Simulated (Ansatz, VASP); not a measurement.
**Sn2Sb2Te: VASP beside Ansatz**

```
Sn Sb Te
1.0
     0.00000    8.27603    3.14636
     3.06970    0.00000    3.14636
     3.06970    8.27603    0.00000
Sn Sb Te
2 2 1
Direct
  0.64150 0.44653 0.55347
  0.44653 0.64150 0.35850
  0.22074 0.22074 0.27926
  0.72074 0.72074 0.77926
  0.96048 0.96048 0.03952
```

Change from the starting cell: species swapped into the Bi2TeO2 type (Fmm2, No. 42).

Alike in both runs: functional PBE; k mesh 10 × 10 × 10; occupations gaussian, width 0.1 eV; no spin polarisation.

Ansatz relaxed the structure, and its values are those at the end. VASP's run is a single point on that final structure, the one shown.

|  | VASP | Ansatz |
| --- | --- | --- |
| version | VASP 6.6.1 | Ansatz 0.2.0 |
| potentials or method | VASP PAW PBE potentials, release 64 (Sn_d, Sb, Te), cutoff 520 eV | scalar-relativistic, plane waves, PAW |
| valence electrons in the cell | 44 | 74 |

|  | VASP | Ansatz | Ansatz less VASP |
| --- | --- | --- | --- |
| gap on the k mesh at the Fermi level (eV) | none | none | - |
| pressure (GPa) | 0.0 | 0.0 | +0.03 |

A gap of «none» marks a metal or a gap that the smearing closes. VASP's potentials hold 44 valence electrons a cell and Ansatz's 74, so a difference there can come from the potentials and not from the codes.

Neither program's run includes spin-orbit coupling.
